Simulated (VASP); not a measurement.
Write the native input for VASP 6.6.1 that does the following.

- Task: single point
- Functional: PBE
- Potentials or basis: VASP PAW PBE potentials, release 64 (In_d, B)
- Cutoff: 520 eV
- k mesh: 6 × 6 × 6
- Occupations: gaussian, width 0.1 eV
- Spin: no spin polarisation
- Dipole correction: no
- Further INCAR settings: ALGO = Fast; EDIFF = 1e-07; NBANDS = 26

The structure of In2B3 lies in POSCAR:

```
In2B3
1.0
    1.6183862070      0.9343757123      7.2250145054
   -1.6183862070      0.9343757123      7.2250145054
    0.0000000000     -1.8687514245      7.2250145054
In B
2 3
Direct
    0.4082476137      0.4082476137      0.4082476137
    0.5917523863      0.5917523863      0.5917523863
    0.0000000000      0.0000000000      0.0000000000
    0.1684800110      0.1684800110      0.1684800110
    0.8315199890      0.8315199890      0.8315199890
```

The input as run:

INCAR

```
SYSTEM = In2B3
  PREC = Accurate
  ENCUT = 520
  EDIFF = 1E-7
  ISMEAR = 0
  SIGMA = 0.1
  LREAL = .False.
  LASPH = .True.
  NELM = 60
  ALGO = Fast
  ISIF = 2
  LWAVE = .False.
  LCHARG = .False.
  GGA = PE
  NBANDS = 26
```

KPOINTS

```
Automatic mesh
0
Gamma
  6 6 6
  0 0 0
```

Potentials or basis: VASP PAW PBE potentials, release 64 (In_d, B).

The run is started by

```console
$ cat potpaw_PBE.64/In_d/POTCAR potpaw_PBE.64/B/POTCAR > POTCAR
$ mpirun -np 1 vasp_std > vasp.out
```

Results of the run:

* Pressure: -0.2 GPa
* Largest force: 0.032 eV/Å
* Band gap on the k mesh: zero (an odd number of electrons rules out a gap without spin polarisation)

Caveat: the k points lie up to 0.38 Å⁻¹ apart, too coarse for converged energies and pressures of a metal; spin-orbit coupling is left out, which moves the levels of the heavy elements; an odd number of electrons without spin polarisation forces a metal; a magnetic or distorted state may lie lower.

Wall time 8.3 min on 1 thread of Oxide Virtual Turin-like Processor, on a shared host, peak memory 0.39 GiB.
